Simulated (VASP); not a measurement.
# PrMo2 (P4/mmm) in VASP: single point with PBE

Aim: the single point of PrMo2 with PBE.

Program: VASP 6.6.1. These are calculated values, not measurements. Logs are shortened: lines on timing, memory, paths and dates and some standing lists are left out, and cuts for length are marked.

## Step 1: The cell of the first run

Symmetry: P4/mmm, No. 123, tetragonal system. The conventional cell has a = 4.155 Å, b = 4.155 Å, c = 4.626 Å, α = 90.00°, β = 90.00°, γ = 90.00°. Pr (site symmetry 4/mmm) has 12 Mo at 2.94 to 3.74 Å within 3.9 Å. Mo (site symmetry 4/mmm) has 2 Mo at 2.31 Å within 3.1 Å. Mo (site symmetry 4/mmm) has 2 Mo at 2.31 Å and 4 Pr at 2.94 Å within 3.1 Å.

## Step 2: Single point, PBE

File POSCAR:

```
PrMo2
1.0
    4.1550458352      0.0000000000      0.0000000000
    0.0000000000      4.1550458352      0.0000000000
    0.0000000000      0.0000000000      4.6262282442
Pr Mo
1 2
Direct
    0.0000000000      0.0000000000      0.5000000000
    0.5000000000      0.5000000000      0.0000000000
    0.5000000000      0.5000000000      0.5000000000
```

File INCAR.step1:

```
PREC = Accurate ; ENCUT = 400
EDIFF = 1E-6 ; ISMEAR = 0
SIGMA = 0.1 ; LREAL = False
LASPH = True ; NELM = 200
ALGO = Normal ; ISIF = 2
LWAVE = False ; LCHARG = True
LMAXMIX = 6 ; GGA = PE
NBANDS = 26 ; GGA_COMPAT = False
NEDOS = 2001 ; LORBIT = 11
```

File KPOINTS.step1:

```
Automatic mesh
0
Gamma
  12 12 10
```

File INCAR.step2:

```
PREC = Accurate ; ENCUT = 400
EDIFF = 1E-6 ; ISMEAR = -5
SIGMA = 0.1 ; LREAL = False
LASPH = True ; NELM = 200
ALGO = Normal ; ISIF = 2
LWAVE = False ; LCHARG = False
LMAXMIX = 6 ; GGA = PE
LORBIT = 10 ; NEDOS = 1001
ICHARG = 11 ; GGA_COMPAT = False
```

File KPOINTS.step2:

```
Automatic mesh
0
Gamma
  18 18 15
```

Potentials or basis: VASP PAW PBE potentials, release 64 (Pr_3, Mo_sv), 4f in core.

Launch:

```bash
$ cat potpaw_PBE.64/Pr_3/POTCAR potpaw_PBE.64/Mo_sv/POTCAR > POTCAR
$ cp INCAR.step1 INCAR
$ cp KPOINTS.step1 KPOINTS
$ mpirun -np 1 vasp_std > vasp.out
$ cp INCAR.step2 INCAR
$ cp KPOINTS.step2 KPOINTS
$ mpirun -np 1 vasp_std > vasp.out
```

OUTCAR:

```text
PREC = Accurate
   ENCUT = 400
   EDIFF = 1E-6
   ISMEAR = -5
   LREAL = False
   LASPH = True
   NELM = 200
   ISIF = 2
   GGA = PE
   LORBIT = 10
   ICHARG = 11

 ion  position               nearest neighbor table
   1  0.000  0.000  0.500-   3 2.94   3 2.94   3 2.94   3 2.94
   2  0.500  0.500  0.000-   3 2.31   3 2.31
   3  0.500  0.500  0.500-   2 2.31   2 2.31   1 2.94   1 2.94   1 2.94   1 2.94

  LATTYP: Found a simple tetragonal cell.
 ALAT       =     4.1550458352
 C/A-ratio  =     1.1134000509

  Lattice vectors:

 A1 = (   4.1550458352,   0.0000000000,   0.0000000000)
 A2 = (   0.0000000000,   4.1550458352,   0.0000000000)
 A3 = (   0.0000000000,   0.0000000000,   4.6262282442)

Analysis of symmetry for initial positions (statically):
=====================================================================
 Subroutine PRICEL returns:
 Original cell was already a primitive cell.

 Routine SETGRP: Setting up the symmetry group for a
 simple tetragonal supercell.

 Subroutine GETGRP returns: Found 16 space group operations
 (whereof 16 operations were pure point group operations)
 out of a pool of 16 trial point group operations.

The static configuration has the point symmetry D_4h.

Analysis of symmetry for dynamics (positions and initial velocities):
=====================================================================
 Subroutine PRICEL returns:
 Original cell was already a primitive cell.

 Routine SETGRP: Setting up the symmetry group for a
 simple tetragonal supercell.

 Subroutine GETGRP returns: Found 16 space group operations
 (whereof 16 operations were pure point group operations)
 out of a pool of 16 trial point group operations.

The dynamic configuration has the point symmetry D_4h.

 Subroutine INISYM returns: Found 16 space group operations
 (whereof 16 operations are pure point group operations),
 and found     1 'primitive' translations

----------------------------------------------------------------------------------------

                                     Primitive cell

  volume of cell :      79.8691

  direct lattice vectors                    reciprocal lattice vectors
     4.155045835  0.000000000  0.000000000     0.240671232  0.000000000  0.000000000
     0.000000000  4.155045835  0.000000000     0.000000000  0.240671232  0.000000000
     0.000000000  0.000000000  4.626228244     0.000000000  0.000000000  0.216158812

  length of vectors
     4.155045835  4.155045835  4.626228244     0.240671232  0.240671232  0.216158812

  position of ions in fractional coordinates (direct lattice)
     0.000000000  0.000000000  0.500000000
     0.500000000  0.500000000  0.000000000
     0.500000000  0.500000000  0.500000000

  ion indices of the primitive-cell ions
   primitive index   ion index
                 1           1
                 2           2
                 3           3

----------------------------------------------------------------------------------------

 KPOINTS: Automatic mesh

Automatic generation of k-mesh.
 Grid dimensions read from file:
 generate k-points for:   18   18   15

 Generating k-lattice:

  Cartesian coordinates                     Fractional coordinates (reciprocal lattice)
     0.013370624  0.000000000  0.000000000     0.055555556  0.000000000  0.000000000
     0.000000000  0.013370624  0.000000000     0.000000000  0.055555556  0.000000000
     0.000000000  0.000000000  0.014410587     0.000000000  0.000000000  0.066666667

  Length of vectors
     0.013370624  0.013370624  0.014410587

  Shift w.r.t. Gamma in fractional coordinates (k-lattice)
     0.000000000  0.000000000  0.000000000

 TETIRR: Found   7299 inequivalent tetrahedra from    29160

 Subroutine IBZKPT returns following result:
 ===========================================

 Found    440 irreducible k-points:

 Following reciprocal coordinates:
            Coordinates               Weight
  0.000000  0.000000  0.000000      1.000000
  0.055556  0.000000  0.000000      4.000000
  0.111111  0.000000  0.000000      4.000000
  0.166667  0.000000  0.000000      4.000000
  0.222222  0.000000  0.000000      4.000000
  0.277778  0.000000  0.000000      4.000000
[... 16 lines left out ...]
  0.277778  0.111111  0.000000      8.000000
  0.333333  0.111111  0.000000      8.000000
 [... further k-points ...]
   k-points           NKPTS =    440   k-points in BZ     NKDIM =    440   number of bands    NBANDS=     23
   number of dos      NEDOS =   1001   number of ions     NIONS =      3
   total plane-waves  NPLWV =  23520
   dimension x,y,z NGX =    28 NGY =   28 NGZ =   30
   dimension x,y,z NGXF=    56 NGYF=   56 NGZF=   60
   ions per type =               1   2
   NGX,Y,Z   is equivalent  to a cutoff of  11.20, 11.20, 10.78 a.u.
   NGXF,Y,Z  is equivalent  to a cutoff of  22.41, 22.41, 21.56 a.u.
 SYSTEM =  unknown system
   PREC   = accura    normal or accurate (medium, high low for compatibility)
   ISTART =      0    job   : 0-new  1-cont  2-samecut
   ICHARG =     11    charge: 1-file 2-atom 10-const
   ISPIN  =      1    spin polarized calculation?
   LNONCOLLINEAR =      F non collinear calculations
   LSORBIT =      F    spin-orbit coupling
   LASPH  =      T    aspherical Exc in radial PAW
   ENCUT  =  400.0 eV  29.40 Ry    5.42 a.u.   6.78  6.78  7.54*2*pi/ulx,y,z
   NELM   =    200;   NELMIN=  2; NELMDL=  0     # of ELM steps
   EDIFF  = 0.1E-05   stopping-criterion for ELM
   LREAL  =      F    real-space projection
[... 7 lines left out ...]
   TEBEG  =    0.0;   TEEND  =   0.0 temperature during run
   PSTRESS=    0.0 pullay stress
   NELECT =      39.0000    total number of electrons
   NUPDOWN=      -1.0000    fix difference up-down
   EMIN   =  10.00;   EMAX   =-10.00  energy-range for DOS
   EFERMI =   0.00;   METHOD = LEGACY
   ISMEAR =    -5;   SIGMA  =   0.10  broadening in eV -4-tet -1-fermi 0-gaus
   EFERMI_NEDOS =   21; number of points for ismear=-14 and -15
   IALGO  =     38    algorithm
   IMIX   =      4    mixing-type and parameters
     AMIX     =   0.40;   BMIX     =  1.00
     AMIX_MAG =   1.60;   BMIX_MAG =  1.00
  volume/ion in A,a.u.               =      26.62       179.66
  Fermi-wavevector in a.u.,A,eV,Ry     =   1.289150  2.436140 22.611629  1.661908
  Thomas-Fermi vector in A             =   2.421060
   LORBIT       =     10    0 simple, 1 ext, 2 COOP (PROOUT), +10 PAW based schemes
   GGA     = PE    functional components
   LHFCALC =     F    Hartree Fock is set to
   AEXX    =    0.0000 exact exchange contribution
   IVDW    =     0    specifies the selected vdW correction
   LEPSILON=     F    determine dielectric tensor
   LRPA    =     F    only Hartree local field effects (RPA)
 non-spin polarized calculation
 Fermi weights with tetrahedron method with Bloechl corrections
  energy-cutoff  :      400.00
  volume of cell :       79.87
 maximum number of plane-waves:      1484
 NGX is ok and might be reduce to    28

 number of electron      38.9999998 magnetization

 Free energy of the ion-electron system (eV)
  ---------------------------------------------------
  ext. energy  EPLUGINS =         0.00000000
  ---------------------------------------------------
  free energy    TOTEN  =       -22.20557093 eV

  energy without entropy =      -22.20557093  energy(sigma->0) =      -22.20557093

 E-fermi :   5.5356     XC(G=0): -10.4274

 val. band max:        5.6038618208   @ k =   0.5000   0.5000   0.2000
 cond. band min:       5.4982363452   @ k =   0.3889   0.3333   0.2000
 fundamental gap:     -0.1056254756
 Fermi energy:         5.5356441533

 k-point     1 :       0.0000    0.0000    0.0000
  band No.  band energies     occupation
      1     -55.4305      2.00000
      2     -54.6619      2.00000
      3     -31.1003      2.00000
      4     -30.1759      2.00000
      5     -29.4294      2.00000
      6     -29.4294      2.00000
[... 15 lines left out ...]
     22       9.1398      0.00000
     23       9.4372      0.00000

 k-point     2 :       0.0556    0.0000    0.0000
  band No.  band energies     occupation
      1     -55.4305      2.00000
      2     -54.6619      2.00000
      3     -31.1003      2.00000
      4     -30.1788      2.00000
      5     -29.4293      2.00000
      6     -29.4282      2.00000
[... 15 lines left out ...]
     22       8.8041      0.00000
     23       9.4291      0.00000

 k-point     3 :       0.1111    0.0000    0.0000
  band No.  band energies     occupation
      1     -55.4305      2.00000
      2     -54.6619      2.00000
      3     -31.1001      2.00000
      4     -30.1871      2.00000
      5     -29.4293      2.00000
      6     -29.4247      2.00000
[... 15 lines left out ...]
     22       8.3494      0.00000
     23       9.4036      0.00000

 k-point     4 :       0.1667    0.0000    0.0000
  band No.  band energies     occupation
      1     -55.4305      2.00000
      2     -54.6618      2.00000
      3     -31.0999      2.00000
      4     -30.1996      2.00000
      5     -29.4288      2.00000
      6     -29.4195      2.00000
[... 15 lines left out ...]
     22       7.9185      0.00000
     23       9.0444      0.00000

 k-point     5 :       0.2222    0.0000    0.0000
  band No.  band energies     occupation
      1     -55.4304      2.00000
      2     -54.6617      2.00000
      3     -31.0997      2.00000
      4     -30.2145      2.00000
      5     -29.4286      2.00000
      6     -29.4138      2.00000
[... 15 lines left out ...]
     22       7.5336      0.00000
     23       8.3663      0.00000

 k-point     6 :       0.2778    0.0000    0.0000
  band No.  band energies     occupation
      1     -55.4303      2.00000
      2     -54.6617      2.00000
      3     -31.0995      2.00000
      4     -30.2299      2.00000
      5     -29.4283      2.00000
      6     -29.4085      2.00000
[... 15 lines left out ...]
     22       7.2057      0.00000
     23       7.6872      0.00000

 k-point     7 :       0.3333    0.0000    0.0000
  band No.  band energies     occupation
      1     -55.4303      2.00000
      2     -54.6616      2.00000
      3     -31.0992      2.00000
      4     -30.2439      2.00000
      5     -29.4280      2.00000
      6     -29.4039      2.00000
[... 353 lines left out ...]
     22       8.0270      0.00000
     23       9.3652      0.00000

 k-point    21 :       0.1667    0.1111    0.0000
  band No.  band energies     occupation
      1     -55.4304      2.00000
      2     -54.6618      2.00000
      3     -31.0999      2.00000
      4     -30.2044      2.00000
      5     -29.4311      2.00000
      6     -29.4160      2.00000
[... 15 lines left out ...]
     22       7.7556      0.00000
     23       8.9567      0.00000

 k-point    22 :       0.2222    0.1111    0.0000
  band No.  band energies     occupation
      1     -55.4303      2.00000
      2     -54.6617      2.00000
      3     -31.0996      2.00000
      4     -30.2154      2.00000
      5     -29.4311      2.00000
      6     -29.4121      2.00000
[... 15 lines left out ...]
     22       7.4940      0.00000
     23       8.3081      0.00000

 k-point    23 :       0.2778    0.1111    0.0000
  band No.  band energies     occupation
      1     -55.4303      2.00000
      2     -54.6616      2.00000
      3     -31.0992      2.00000
      4     -30.2268      2.00000
      5     -29.4306      2.00000
      6     -29.4085      2.00000
[... 15 lines left out ...]
     22       7.2678      0.00000
     23       7.6408      0.00000

 k-point    24 :       0.3333    0.1111    0.0000
  band No.  band energies     occupation
      1     -55.4302      2.00000
      2     -54.6615      2.00000
      3     -31.0991      2.00000
      4     -30.2374      2.00000
      5     -29.4300      2.00000
      6     -29.4056      2.00000
[... 15 lines left out ...]
     22       7.0060      0.00000
     23       7.0891      0.00000

 [... further k-points ...]

------------------------ aborting loop because EDIFF is reached ----------------------------------------

  FORCE on cell =-STRESS in cart. coord.  units (eV):
  Direction    XX          YY          ZZ          XY          YZ          ZX
  --------------------------------------------------------------------------------------
  -------------------------------------------------------------------------------------
  Total        1.5723148      1.5723148     -0.2394719      0.0000000      0.0000000      0.0000000
  in kB       31.5407036     31.5407036     -4.8038170      0.0000000      0.0000000      0.0000000
  external PRESSURE =      19.4258634 kB  Pullay stress =       0.0000000 kB

 VOLUME and BASIS-vectors are now :
 -----------------------------------------------------------------------------
  energy-cutoff  :      400.00
  volume of cell :       79.87
      direct lattice vectors                 reciprocal lattice vectors
     4.155045835  0.000000000  0.000000000     0.240671232  0.000000000  0.000000000
     0.000000000  4.155045835  0.000000000     0.000000000  0.240671232  0.000000000
     0.000000000  0.000000000  4.626228244     0.000000000  0.000000000  0.216158812

 POSITION                                       TOTAL-FORCE (eV/Angst)
 -----------------------------------------------------------------------------------
      0.00000      0.00000      2.31311         0.000000      0.000000      0.000000
      2.07752      2.07752      0.00000         0.000000      0.000000      0.000000
      2.07752      2.07752      2.31311         0.000000      0.000000      0.000000
 -----------------------------------------------------------------------------------
    total drift:                               -0.000000      0.000000      0.000000

  FREE ENERGIE OF THE ION-ELECTRON SYSTEM (eV)
  ---------------------------------------------------
  free  energy   TOTEN  =       -22.2055709319 eV

  energy  without entropy=      -22.2055709319  energy(sigma->0) =      -22.20557093

 total charge

# of ion       s       p       d       tot
------------------------------------------
    1        2.109   5.743   0.991   8.843
    2        2.327   6.061   4.118  12.506
    3        2.414   6.078   4.391  12.883
--------------------------------------------------
tot          6.849  17.882   9.501  34.232
```

It took 4.2 min on 1 thread of Intel Xeon Platinum 8488C (Sapphire Rapids), shared host; peak memory 0.59 GiB.

Results:

```
Valence electrons inside the program's atomic spheres : Pr 8.84; Mo 12.51, 12.88
```

Levels at points of the mesh, in eV from the Fermi level:
```tsv
k point	band 15	band 16	band 17	band 18	band 19	band 20	band 21	band 22	band 23
(0.00, 0.00, 0.00)	-3.28	-3.28	-3.26	-2.20	-0.98	0.24	0.82	3.60	3.90
(0.50, 0.00, 0.00)	-3.08	-2.04	-1.53	-0.61	0.07	0.84	0.93	1.06	1.12
(0.50, 0.50, 0.00)	-3.87	-1.97	-1.93	-0.47	-0.06	1.18	1.18	1.54	2.94
```

Caveat: spin-orbit coupling is left out, which moves the levels of the heavy elements; the 4f electrons are frozen in the core, so they carry no moment and show no levels; tetrahedron occupations give inexact forces and stress in metals.
